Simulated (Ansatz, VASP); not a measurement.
One calculation of NiMoIrPdW, two programs

The input INCAR:

```
  ALGO = Normal
  EDIFF = 1E-6
  ENCUT = 520
  GGA = PE
  GGA_COMPAT = False
  ISIF = 2
  ISMEAR = -1
  LASPH = True
  LCHARG = False
  LMAXMIX = 4
  LNONCOLLINEAR = True
  LORBIT = 11
  LORBMOM = True
  LREAL = False
  LSORBIT = True
  LWAVE = False
  MAGMOM = 0.707 0.707 0 0.707 0.707 0 0 0 0 0.424 0.424 0 0 0 0
  NBANDS = 72
  NELM = 150
  PREC = Accurate
  SIGMA = 0.05
```

Contents of KPOINTS:

```
k-points
0
Gamma
  5 5 3
```

Contents of POSCAR:

```
NiMoIrPdW
1.0
    4.1170500000      0.0000000000      0.0000000000
   -2.0585300000      3.5654700000      0.0000000000
    0.0000000000      0.0000000000      5.4458000000
Ni Mo Pd Ir W
1 1 1 1 1
Direct
    0.0000000000      0.0000000000      0.9577500000
    0.6666700000      0.3333300000      0.9616100000
    0.6666700000      0.3333300000      0.4629500000
    0.3333300000      0.6666700000      0.7257200000
    0.3333300000      0.6666700000      0.2364200000
```

File input.yaml:

```yaml
crystal:
  lattice:
    - [4.11705, 0.0, 0.0]
    - [-2.05853, 3.56547, 0.0]
    - [0.0, 0.0, 5.4458]
  atoms:
    - { symbol: Ni, position: [0.0, 0.0, 0.95775], spin: 1.0, spin_axis: [0.707107, 0.707107, 0.0] }
    - { symbol: Mo, position: [0.66667, 0.33333, 0.96161], spin: 1.0, spin_axis: [0.707107, 0.707107, 0.0] }
    - { symbol: Pd, position: [0.66667, 0.33333, 0.46295] }
    - { symbol: Ir, position: [0.33333, 0.66667, 0.72572], spin: 0.6, spin_axis: [0.707107, 0.707107, 0.0] }
    - { symbol: W, position: [0.33333, 0.66667, 0.23642] }
kpoints:
  mp_grid: { grid: [5, 5, 3] }
  band_path:
    path:
      - [0.0, 0.0, 0.0]
      - [0.5, 0.0, 0.0]
      - [0.3333333333, 0.3333333333, 0.0]
      - [0.0, 0.0, 0.0]
      - [0.0, 0.0, 0.5]
      - [0.5, 0.0, 0.5]
      - [0.3333333333, 0.3333333333, 0.5]
      - [0.0, 0.0, 0.5]
    npoints: 12
scf:
  occupations: { method: fermi_dirac, width: 0.05 }
hamiltonian:
  xc: pbe
  pseudopotentials: { kind: all_electron, lapw: { basis_error: 0.002 } }
magnetization:
  noncollinear: true
  spin_orbit: true
output:
  forces: true
  stress: true
  eigenvalues: true
```

Alike in both runs: functional PBE; k mesh 5 × 5 × 3; occupations fermi-dirac, width 0.05 eV; non-collinear spin, spin-orbit coupling.

```csv
,VASP,Ansatz
version,VASP 6.6.1,Ansatz 0.2.0
potentials or method,"VASP PAW PBE potentials, release 64 (Ni, Mo_sv, Pd, Ir, W_sv), cutoff 520 eV","all-electron LAPW, relativistic spinors"
task,single point,band structure
```

|  | VASP | Ansatz | Ansatz less VASP |
| --- | --- | --- | --- |
| pressure (GPa) | 0.7 | 0.3 | -0.41 |
| traceless stress, the component that is largest in VASP (GPa) | 0.50 | 0.37 | -0.130 |
| rms of the force components (eV/Å) | 0.028 | 0.033 | +0.0049 |
| net moment per atom (μB) | 0.00 | 0.00 | 0.000 |

Atom by atom the forces differ by 0.008 eV/Å (rms over components). Ansatz ran all-electron here, and VASP with PAW potentials.

The k mesh is coarse, so the values compare programs but aren't converged. Noted on Ansatz's run: the k mesh is thin for a metal, which can move the energy by tens of meV per atom; the magnetic state may not be the lowest.
